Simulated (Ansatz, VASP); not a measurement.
**TiPt3: VASP beside Ansatz**

File INCAR:

```
PREC = Accurate
ENCUT = 520
EDIFF = 1E-6
ISMEAR = -1
SIGMA = 0.05
LREAL = F
LASPH = T
NELM = 60
ALGO = Normal
ISIF = 2
LWAVE = F
LCHARG = T
GGA = PS
LELF = T
LVHAR = T
NBANDS = 29
```

File KPOINTS:

```
regular mesh
0
Gamma
  9 9 9
```

Contents of POSCAR:

```
TiPt3
1.0
    3.8970000000      0.0000000000      0.0000000000
    0.0000000000      3.8970000000      0.0000000000
    0.0000000000      0.0000000000      3.8580300000
Ti Pt
1 3
Direct
    0.0000000000      0.0000000000      0.0000000000
    0.0000000000      0.5000000000      0.5000000000
    0.5000000000      0.0000000000      0.5000000000
    0.5000000000      0.5000000000      0.0000000000
```

Input for Ansatz:

```yaml
crystal:
  lattice:
    - [3.897, 0.0, 0.0]
    - [0.0, 3.897, 0.0]
    - [0.0, 0.0, 3.85803]
  atoms:
    - { symbol: Ti, position: [0.0, 0.0, 0.0] }
    - { symbol: Pt, position: [0.0, 0.5, 0.5] }
    - { symbol: Pt, position: [0.5, 0.0, 0.5] }
    - { symbol: Pt, position: [0.5, 0.5, 0.0] }
kpoints:
  mp_grid: { grid: [9, 9, 9] }
  band_path:
    path:
      - [0.0, 0.0, 0.0]
      - [0.0, 0.5, 0.0]
      - [0.5, 0.5, 0.0]
      - [0.0, 0.0, 0.0]
      - [0.0, 0.0, 0.5]
      - [0.0, 0.5, 0.5]
      - [0.5, 0.5, 0.5]
      - [0.0, 0.0, 0.5]
      - [0.0, 0.5, 0.0]
    npoints: 5
scf:
  occupations: { method: fermi_dirac, width: 0.05 }
hamiltonian:
  xc: pbesol
  pseudopotentials: { kind: all_electron, lapw: { basis_error: 0.0005 } }
output:
  forces: true
  stress: true
  eigenvalues: true
```

Change from the starting cell: zz strain of -1 %.

Alike in both runs: task single point; functional PBEsol; k mesh 9 × 9 × 9; occupations fermi-dirac, width 0.05 eV; no spin polarisation.

```csv
,VASP,Ansatz
version,VASP 6.6.1,Ansatz 0.2.0
potentials or method,"VASP PAW PBE potentials, release 64 (Ti_sv, Pt), cutoff 520 eV","all-electron LAPW, scalar-relativistic"
```

```csv
,VASP,Ansatz,Ansatz less VASP
pressure (GPa),3.0,3.3,+0.26
"traceless stress, the component that is largest in VASP (GPa)",1.20,1.20,+0.004
```

VASP's potentials were made for PBE, not for PBEsol. Ansatz ran all-electron here, and VASP with PAW potentials.

Neither program's run includes spin-orbit coupling.
